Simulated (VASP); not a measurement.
Write the native input for VASP 6.6.1 that does the following.

```
Task                   : single point
Functional             : PBE
Potentials or basis    : VASP PAW PBE potentials, release 64 (Ga_d, As, P)
Cutoff                 : 520 eV
k mesh                 : 2 × 2 × 2
Occupations            : gaussian, width 0.02 eV
Spin                   : no spin polarisation
Dipole correction      : no
Further INCAR settings : LREAL = Auto; ALGO = Normal; EDIFF = 1e-07; NBANDS = 82
```

The structure of Ga8AsP6 (a cell with a defect) lies in POSCAR:

```
Ga8AsP6
1.0
   -5.5051169764      5.5051169764      0.0000000000
   -5.5051169764      0.0000000000      5.5051169764
    0.0000000000      5.5051169764      5.5051169764
Ga As P
8 1 6
Direct
    1.0390448604      0.9590481951      0.4590481021
    0.4707374995      1.0480547507      0.5480548393
    0.9833216121      0.4832027206      0.5064265686
    0.9833217937      1.0064262983     -0.0167957376
    0.5088276075      0.5212184432      0.4945445322
    0.5088288790      0.9945446252      0.0212176236
    1.0105095902      0.4972834386     -0.0027168360
    0.4982082146      0.5051370410      0.0051367664
    0.7966135904      0.8556869945      0.3556878098
    0.8870862365      0.3429713679      0.3696191214
    0.8870873264      0.8696195777      0.8429710976
    0.3551899094      0.4073452044      0.3813374010
    0.3551904543      0.8813374940      0.9073452974
    0.8720592170      0.3771413049      0.8771413978
    0.3856399435      0.3759823831      0.8759821128
```

The input as run:

INCAR

```
PREC = Accurate
ENCUT = 520
EDIFF = 1E-7
ISMEAR = 0
SIGMA = 0.02
LREAL = Auto
LASPH = True
NELM = 100
ALGO = Normal
ISIF = 2
LWAVE = False
LCHARG = True
GGA = PE
LELF = True
LVHAR = True
NBANDS = 82
```

KPOINTS

```
Automatic mesh
0
Gamma
  2 2 2
```

Potentials or basis: VASP PAW PBE potentials, release 64 (Ga_d, As, P).

Launch:

```sh
$ cat potpaw_PBE.64/Ga_d/POTCAR potpaw_PBE.64/As/POTCAR potpaw_PBE.64/P/POTCAR > POTCAR
$ mpirun -np 1 vasp_std > vasp.out
```

It gave:

- Pressure: -0.1 GPa
- Largest force: 0.695 eV/Å
- Band gap on the k mesh: zero (an odd number of electrons rules out a gap without spin polarisation)

Caveat: the k points lie up to 0.49 Å⁻¹ apart, too coarse for converged energies and pressures of a metal.

It took 5.6 min on 1 thread of AMD EPYC 7R13 Processor (Zen 3) (shared host), peak memory 0.5 GiB.
